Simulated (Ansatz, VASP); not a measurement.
# In: VASP beside Ansatz

```
CELL_PARAMETERS angstrom
3.36384 0.00000 0.00000
-1.68192 2.91317 0.00000
0.00000 0.00000 10.79971
ATOMIC_POSITIONS crystal
In 0.66667 0.33333 0.75000
In 0.00000 0.00000 0.50000
In 0.33333 0.66667 0.25000
In 0.00000 0.00000 0.00000
```

Alike in both runs: task single point; functional PBE; k mesh 9 × 9 × 3; occupations fermi-dirac, width 0.05 eV; no spin polarisation.

|  | VASP | Ansatz |
| --- | --- | --- |
| version | VASP 6.6.1 | Ansatz 0.2.0 |
| potentials or method | VASP PAW PBE potentials, release 64 (In_d) | Ansatz PAW |
| plane-wave cutoff (eV) | 520 | 420 |
| valence electrons in the cell | 52 | 52 |

VASP gave:

| Property | Result |
| --- | --- |
| gap on the k mesh at the Fermi level (eV) | none |
| pressure (GPa) | 1.5 |
| traceless stress, the component that is largest in VASP (GPa) | 0.48 |

Q: Which values does Ansatz return?

A: gap on the k mesh at the Fermi level (eV): none; pressure (GPa): 1.6; traceless stress, the component that is largest in VASP (GPa): 0.48.

A gap of «none» marks a metal or a gap that the smearing closes. The functional is the same, so the differences come from potentials, cutoffs and numerics.
